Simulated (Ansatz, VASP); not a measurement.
**Sb: VASP beside Ansatz**

File INCAR:

```
SYSTEM = Sb
PREC     = Accurate       ! precision mode
ENCUT    = 520            ! plane-wave cutoff, eV
EDIFF    = 1E-7           ! SCF threshold, eV
ISMEAR   = 0              ! smearing method
SIGMA    = 0.15           ! smearing width, eV
LREAL    = .FALSE.        ! projectors in reciprocal space
LASPH    = .TRUE.         ! aspherical terms in the spheres
NELM     = 100            ! most SCF steps
ALGO     = Normal         ! electronic algorithm
ISIF     = 2              ! what is computed and relaxed
LWAVE    = .FALSE.        ! write WAVECAR
LCHARG   = .TRUE.         ! write CHGCAR
GGA      = PS             ! functional
LELF     = .TRUE.         ! ELF
LVHAR    = .TRUE.       
NBANDS   = 12             ! bands
```

The input KPOINTS:

```
regular mesh
0
G
  12 12 12
  0 0 0
```

Contents of POSCAR:

```
Sb
1.0
    2.0860823220      1.2044001902      3.7440000000
   -2.0860823220      1.2044001902      3.7440000000
    0.0000000000     -2.4088003803      3.7440000000
Sb
2
Direct
    0.2336400000      0.2336400000      0.2336400000
    0.7663600000      0.7663600000      0.7663600000
```

Input for Ansatz:

```yaml
crystal:
  lattice:
    - [2.086082322, 1.2044001902, 3.744]
    - [-2.086082322, 1.2044001902, 3.744]
    - [0.0, -2.4088003803, 3.744]
  atoms:
    - { symbol: Sb, position: [0.23364, 0.23364, 0.23364] }
    - { symbol: Sb, position: [0.76636, 0.76636, 0.76636] }
basis:
  ecutwfc: 420
kpoints:
  mp_grid: { grid: [12, 12, 12] }
hamiltonian:
  xc: pbesol
scf:
  occupations: { method: gaussian, width: 0.15 }
output:
  forces: true
  stress: true
  eigenvalues: true
```

Change from the starting cell: strain -0.030 along x and y, +0.000 along z, atoms carried along.

Alike in both runs: task single point; functional PBEsol; k mesh 12 × 12 × 12; occupations gaussian, width 0.15 eV; no spin polarisation.

```csv
,VASP,Ansatz
version,VASP 6.6.1,Ansatz 0.2.0
potentials or method,"VASP PAW PBE potentials, release 64 (Sb), cutoff 520 eV","scalar-relativistic, plane waves, PAW"
valence electrons in the cell,10,30
```

VASP gave:

* gap on the k mesh at the Fermi level (eV): none
* pressure (GPa): 5.1
* traceless stress, the component that is largest in VASP (GPa): -1.49
* rms of the force components (eV/Å): 0.344

Estimate Ansatz's values.

gap on the k mesh at the Fermi level (eV): none; pressure (GPa): 4.7; traceless stress, the component that is largest in VASP (GPa): -1.43; rms of the force components (eV/Å): 0.298.

VASP's potentials were made for PBE, not for PBEsol. Atom by atom the forces differ by 0.046 eV/Å (rms over components). A gap of «none» marks a metal or a gap that the smearing closes. With one functional, cell and mesh, what is left measures potentials, basis and numerics. VASP's potentials hold 10 valence electrons a cell and Ansatz's 30, so a difference there can come from the potentials and not from the codes.

Spin-orbit coupling is off throughout.
